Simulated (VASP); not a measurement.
# SnO2 (P4_2/mnm) in VASP: further runs

The runs below take SnO2 through single point, with r2SCAN.

Everything below comes from runs of VASP 6.6.1. Logs are shortened: lines on timing, memory, paths and dates and some standing lists are left out, and cuts for length are marked.

## 1. The cell of the first run

The structure is tetragonal, space group P4_2/mnm (No. 136). Conventional cell: a = 4.894 Å, b = 4.894 Å, c = 3.028 Å, α = 90.00°, β = 90.00°, γ = 90.00°. Within 2.7 Å of Sn (site symmetry mmm) lie 6 O at 2.02 to 2.12 Å. O (site symmetry m2m) has 3 Sn at 2.02 to 2.12 Å and 1 O at 2.69 Å within 2.7 Å.

## 2. Single point, r2SCAN

The input, POSCAR:

```
SnO2
1.0
    4.8943770985      0.0000000000      0.0000000000
    0.0000000000      4.8943770985      0.0000000000
    0.0000000000      0.0000000000      3.0275074230
Sn O
2 4
Direct
    0.0000000000      0.0000000000      0.0000000000
    0.5000000000      0.5000000000      0.5000000000
    0.3058934984      0.3058934984      0.0000000000
    0.1941065016      0.8058934984      0.5000000000
    0.6941065016      0.6941065016      0.0000000000
    0.8058934984      0.1941065016      0.5000000000
```

The input, INCAR.step1:

```
SYSTEM = SnO2
ALGO     = Normal         ! electronic algorithm
EDIFF    = 1E-4           ! SCF threshold, eV
ENCUT    = 520            ! plane-wave cutoff, eV
GGA      = PE             ! functional
ISMEAR   = 0              ! smearing method
LASPH    = .True.         ! aspherical terms in the spheres
LCHARG   = .False.        ! write CHGCAR
LREAL    = .False.        ! projectors in reciprocal space
LWAVE    = .True.         ! write WAVECAR
NBANDS   = 35             ! bands
NELM     = 60             ! most SCF steps
PREC     = Accurate       ! precision mode
SIGMA    = 0.05           ! smearing width, eV
```

The input, INCAR.step2:

```
SYSTEM = SnO2
ALGO     = Normal         ! electronic algorithm
EDIFF    = 1E-6           ! SCF threshold, eV
ENCUT    = 520            ! plane-wave cutoff, eV
ISIF     = 2              ! what is computed and relaxed
ISMEAR   = 0              ! smearing method
ISTART   = 1            
LASPH    = .True.         ! aspherical terms in the spheres
LCHARG   = .False.        ! write CHGCAR
LMIXTAU  = .True.       
LREAL    = .False.        ! projectors in reciprocal space
LWAVE    = .False.        ! write WAVECAR
METAGGA  = R2SCAN         ! meta-GGA
NBANDS   = 35             ! bands
NELM     = 60             ! most SCF steps
PREC     = Accurate       ! precision mode
SIGMA    = 0.05           ! smearing width, eV
```

The input, KPOINTS:

```
k-points
0
Gamma
  6 6 10
  0 0 0
```

Potentials or basis: VASP PAW PBE potentials, release 64 (Sn_d, O).

Started as:

```sh
> cat potpaw_PBE.64/Sn_d/POTCAR potpaw_PBE.64/O/POTCAR > POTCAR
> cp INCAR.step1 INCAR
> mpirun -np 1 vasp_std > vasp.out
> cp INCAR.step2 INCAR
> mpirun -np 1 vasp_std > vasp.out
```

OUTCAR:

```text
SYSTEM = SnO2
   EDIFF = 1E-6
   ENCUT = 520
   ISIF = 2
   ISMEAR = 0
   ISTART = 1
   LASPH = .True.
   LREAL = .False.
   METAGGA = R2SCAN
   NELM = 60
   PREC = Accurate

 ion  position               nearest neighbor table
   1  0.000  0.000  0.000-   4 2.02   6 2.02   4 2.02   6 2.02   5 2.12   3 2.12
   2  0.500  0.500  0.500-   3 2.02   5 2.02   3 2.02   5 2.02   4 2.12   6 2.12
   3  0.306  0.306  0.000-   2 2.02   2 2.02   1 2.12
   4  0.194  0.806  0.500-   1 2.02   1 2.02   2 2.12
   5  0.694  0.694  0.000-   2 2.02   2 2.02   1 2.12
   6  0.806  0.194  0.500-   1 2.02   1 2.02   2 2.12

  LATTYP: Found a simple tetragonal cell.
 ALAT       =     4.8943770985
 C/A-ratio  =     0.6185684842

  Lattice vectors:

 A1 = (   4.8943770985,   0.0000000000,   0.0000000000)
 A2 = (   0.0000000000,   4.8943770985,   0.0000000000)
 A3 = (   0.0000000000,   0.0000000000,   3.0275074230)

Analysis of symmetry for initial positions (statically):
=====================================================================
 Subroutine PRICEL returns:
 Original cell was already a primitive cell.

 Routine SETGRP: Setting up the symmetry group for a
 simple tetragonal supercell.

 Subroutine GETGRP returns: Found 16 space group operations
 (whereof  8 operations were pure point group operations)
 out of a pool of 16 trial point group operations.

The static configuration has the point symmetry D_2h.
 The point group associated with its full space group is D_4h.

Analysis of symmetry for dynamics (positions and initial velocities):
=====================================================================
 Subroutine PRICEL returns:
 Original cell was already a primitive cell.

 Routine SETGRP: Setting up the symmetry group for a
 simple tetragonal supercell.

 Subroutine GETGRP returns: Found 16 space group operations
 (whereof  8 operations were pure point group operations)
 out of a pool of 16 trial point group operations.

The dynamic configuration has the point symmetry D_2h.
 The point group associated with its full space group is D_4h.

 Subroutine INISYM returns: Found 16 space group operations
 (whereof  8 operations are pure point group operations),
 and found     1 'primitive' translations

----------------------------------------------------------------------------------------
[... 101 lines left out ...]
   EDIFF  = 0.1E-05   stopping-criterion for ELM
   LREAL  =      F    real-space projection
   EDIFFG = 0.1E-04   stopping-criterion for IOM
   NSW    =      0    number of steps for IOM
   IBRION =     -1    ionic relax: 0-MD 1-quasi-New 2-CG
   NFREE  =      0    steps in history (QN), initial steepest desc. (CG)
   ISIF   =      2    stress and relaxation
   ISYM   =      2    0-nonsym 1-usesym 2-fastsym
   POTIM  = 0.5000    time-step for ionic-motion
   TEBEG  =    0.0;   TEEND  =   0.0 temperature during run
   PSTRESS=    0.0 pullay stress
   NELECT =      52.0000    total number of electrons
   NUPDOWN=      -1.0000    fix difference up-down
   EMIN   =  10.00;   EMAX   =-10.00  energy-range for DOS
   EFERMI =   0.00;   METHOD = LEGACY
   ISMEAR =     0;   SIGMA  =   0.05  broadening in eV -4-tet -1-fermi 0-gaus
   EFERMI_NEDOS =   21; number of points for ismear=-14 and -15
   IALGO  =     38    algorithm
   IMIX   =      4    mixing-type and parameters
     AMIX     =   0.40;   BMIX     =  1.00
     AMIX_MAG =   1.60;   BMIX_MAG =  1.00
  volume/ion in A,a.u.               =      12.09        81.57
  Fermi-wavevector in a.u.,A,eV,Ry     =   1.465264  2.768948 29.211695  2.146999
  Thomas-Fermi vector in A             =   2.581142
   LORBIT       =      0    0 simple, 1 ext, 2 COOP (PROOUT), +10 PAW based schemes
   METAGGA = R2SCAN    functional components
   LHFCALC =     F    Hartree Fock is set to
   AEXX    =    0.0000 exact exchange contribution
   IVDW    =     0    specifies the selected vdW correction
   LEPSILON=     F    determine dielectric tensor
   LRPA    =     F    only Hartree local field effects (RPA)
 non-spin polarized calculation
 Gauss-broadening in eV      SIGMA  =   0.05
  energy-cutoff  :      520.00
  volume of cell :       72.52
 maximum number of plane-waves:      1969
   NGX = 19   NGY = 19   NGZ = 11

 number of electron      51.9999984 magnetization

 Free energy of the ion-electron system (eV)
  ---------------------------------------------------
  ext. energy  EPLUGINS =         0.00000000
  ---------------------------------------------------
  free energy    TOTEN  =       -84.34367209 eV

  energy without entropy =      -84.34367209  energy(sigma->0) =      -84.34367209

 E-fermi :   5.7917     XC(G=0): -11.9341

 val. band max:        5.4990928619   @ k =   0.0000   0.0000   0.0000
 cond. band min:       7.5743940243   @ k =   0.0000   0.0000   0.0000
 fundamental gap:      2.0753011625
 Fermi energy:         5.7916835854

 k-point     1 :       0.0000    0.0000    0.0000
  band No.  band energies     occupation
      1     -16.3117      2.00000
      2     -15.5907      2.00000
      3     -14.9989      2.00000
      4     -14.9989      2.00000
      5     -14.9931      2.00000
      6     -14.8256      2.00000
[... 901 lines left out ...]
     34      18.6318      0.00000
     35      19.1307      0.00000

 [... further k-points ...]

------------------------ aborting loop because EDIFF is reached ----------------------------------------

  FORCE on cell =-STRESS in cart. coord.  units (eV):
  Direction    XX          YY          ZZ          XY          YZ          ZX
  --------------------------------------------------------------------------------------
  -------------------------------------------------------------------------------------
  Total       -0.9082054     -0.9082054      9.4334355      0.0000000      0.0000000      0.0000000
  in kB      -20.0638647    -20.0638647    208.4012854      0.0000000      0.0000000      0.0000000
  external PRESSURE =      56.0911853 kB  Pullay stress =       0.0000000 kB

 VOLUME and BASIS-vectors are now :
 -----------------------------------------------------------------------------
  energy-cutoff  :      520.00
  volume of cell :       72.52
      direct lattice vectors                 reciprocal lattice vectors
     4.894377098  0.000000000  0.000000000     0.204316092  0.000000000  0.000000000
     0.000000000  4.894377098  0.000000000     0.000000000  0.204316092  0.000000000
     0.000000000  0.000000000  3.027507423     0.000000000  0.000000000  0.330304723

 POSITION                                       TOTAL-FORCE (eV/Angst)
 -----------------------------------------------------------------------------------
      0.00000      0.00000      0.00000         0.000000      0.000000      0.000000
      2.44719      2.44719      1.51375         0.000000      0.000000      0.000000
      1.49716      1.49716      0.00000        -0.227723     -0.227723     -0.000000
      0.95003      3.94435      1.51375         0.227723     -0.227723     -0.000000
      3.39722      3.39722      0.00000         0.227723      0.227723      0.000000
      3.94435      0.95003      1.51375        -0.227723      0.227723      0.000000
 -----------------------------------------------------------------------------------
    total drift:                                0.000000      0.000000      0.000000

  FREE ENERGIE OF THE ION-ELECTRON SYSTEM (eV)
  ---------------------------------------------------
  free  energy   TOTEN  =       -84.3436720888 eV

  energy  without entropy=      -84.3436720888  energy(sigma->0) =      -84.34367209
```

OUTCAR.step1:

```text
SYSTEM = SnO2
   EDIFF = 1E-4
   ENCUT = 520
   GGA = PE
   ISMEAR = 0
   LASPH = .True.
   LREAL = .False.
   NELM = 60
[... 1149 lines left out ...]
      0.95003      3.94435      1.51375         0.278866     -0.278866      0.000000
      3.39722      3.39722      0.00000         0.278866      0.278866     -0.000000
      3.94435      0.95003      1.51375        -0.278866      0.278866     -0.000000
 -----------------------------------------------------------------------------------
    total drift:                                0.000000      0.000000      0.000000

  FREE ENERGIE OF THE ION-ELECTRON SYSTEM (eV)
  ---------------------------------------------------
  free  energy   TOTEN  =       -36.9257651476 eV

  energy  without entropy=      -36.9257651476  energy(sigma->0) =      -36.92576515
```

It took 11 min on 1 thread of Intel Xeon 8259CL, shared host; peak memory 0.26 GiB.

What came out:

```
Free energy            : -84.3437 eV
Pressure               : 5.6 GPa
Largest force          : 0.322 eV/Å
Band gap on the k mesh : 2.08 eV
```

Forces on the atoms (eV/Å):
```
Sn   0.000  0.000  0.000
Sn   0.000  0.000  0.000
O   -0.228 -0.228  0.000
O    0.228 -0.228  0.000
O    0.228  0.228  0.000
O   -0.228  0.228  0.000
```

Levels at points of the mesh, in eV from the valence-band top:
```
           k point  band 22  band 23  band 24  band 25  band 26  band 27  band 28  band 29  band 30  band 31
(0.00, 0.00, 0.00)    -0.96    -0.96    -0.89    -0.89     0.00     2.08     7.65     7.66     7.66    10.87
(0.50, 0.00, 0.00)    -2.05    -0.94    -0.94    -0.71    -0.71     5.11     5.11     8.52     8.52    11.36
(0.50, 0.50, 0.00)    -1.90    -1.07    -1.07    -1.01    -1.01     5.74     5.74     8.69     8.69    11.26
(0.00, 0.00, 0.50)    -2.57    -1.61    -1.61    -1.26    -1.26     6.97     6.97    10.23    10.23    11.47
(0.50, 0.00, 0.50)    -1.70    -1.16    -1.16    -0.83    -0.83     7.16     7.16     8.37     8.37    12.66
(0.50, 0.50, 0.50)    -2.52    -1.02    -1.02    -0.95    -0.95     5.45     5.45     9.62     9.62    11.94
```

Caveat: the cell stands under pressure; the PAW data sets were made with another functional, which shifts forces and pressure a little; spin-orbit coupling is left out, which moves the levels of the heavy elements.

## 3. Single point, r2SCAN

This run uses another cell than the first one, of the same volume but with other edges.

POSCAR, as its differences from that of step 2:

```diff
@@ -2,5 +2,5 @@
 1.0
-    4.8943770985      0.0000000000      0.0000000000
-    0.0000000000      4.8943770985      0.0000000000
-    0.0000000000      0.0000000000      3.0275074230
+    4.6113612052      0.0000000000      0.0000000000
+    0.0000000000      4.6113612052      0.0000000000
+    0.0000000000      0.0000000000      3.4105293282
 Sn O
```

The input, INCAR.step1:

```
SYSTEM = SnO2
PREC = Accurate
ENCUT = 520
ISMEAR = 0
SIGMA = 0.05
LREAL = .False.
LASPH = .True.
NELM = 60
NBANDS = 35
GGA = PE
ALGO = Normal
EDIFF = 1E-4
LWAVE = .True.
LCHARG = .False.
```

The input, INCAR.step2:

```
SYSTEM = SnO2
PREC = Accurate
ENCUT = 520
EDIFF = 1E-7
ISMEAR = 0
SIGMA = 0.05
LREAL = .False.
LASPH = .True.
NELM = 60
ALGO = Normal
ISIF = 2
LWAVE = .False.
LCHARG = .False.
METAGGA = R2SCAN
LMIXTAU = .True.
NBANDS = 35
ISTART = 1
```

The input, KPOINTS:

```
regular mesh
0
Gamma
  6 6 10
  0 0 0
```

Potentials or basis: VASP PAW PBE potentials, release 64 (Sn_d, O).

Started as:

```sh
> cat potpaw_PBE.64/Sn_d/POTCAR potpaw_PBE.64/O/POTCAR > POTCAR
> cp INCAR.step1 INCAR
> mpirun -np 1 vasp_std > vasp.out
> cp INCAR.step2 INCAR
> mpirun -np 1 vasp_std > vasp.out
```

It took 11 min on 1 thread of Intel Xeon 8259CL, shared host; peak memory 0.27 GiB.

The run converged. Its results:

```
Free energy            : -84.3363 eV
Pressure               : -1.2 GPa
Largest force          : 0.351 eV/Å
Band gap on the k mesh : 1.56 eV
```

Forces on the atoms (eV/Å):
```
Sn   0.000  0.000  0.000
Sn   0.000  0.000  0.000
O    0.248  0.248  0.000
O   -0.248  0.248  0.000
O   -0.248 -0.248  0.000
O    0.248 -0.248  0.000
```

Stress tensor (GPa, compression positive):
```
  5.52   0.00   0.00
  0.00   5.52   0.00
  0.00   0.00 -14.56
```

Levels at points of the mesh, in eV from the valence-band top:
```tsv
k point	band 22	band 23	band 24	band 25	band 26	band 27	band 28	band 29	band 30	band 31
(0.00, 0.00, 0.00)	-1.35	-1.35	-0.63	-0.63	0.00	1.56	6.00	6.42	6.42	10.42
(0.50, 0.00, 0.00)	-1.88	-1.27	-1.27	-0.52	-0.52	4.93	4.93	7.20	7.20	12.45
(0.50, 0.50, 0.00)	-2.02	-1.47	-1.47	-0.67	-0.67	5.16	5.16	7.85	7.85	12.22
(0.00, 0.00, 0.50)	-2.47	-1.66	-1.66	-1.17	-1.17	6.68	6.68	10.43	10.43	10.72
(0.50, 0.00, 0.50)	-1.67	-0.97	-0.97	-0.43	-0.43	7.12	7.12	9.23	9.23	11.07
(0.50, 0.50, 0.50)	-1.89	-0.80	-0.80	-0.64	-0.64	5.55	5.55	9.73	9.73	11.06
```

Caveat: the PAW data sets were made with another functional, which shifts forces and pressure a little; spin-orbit coupling is left out, which moves the levels of the heavy elements.
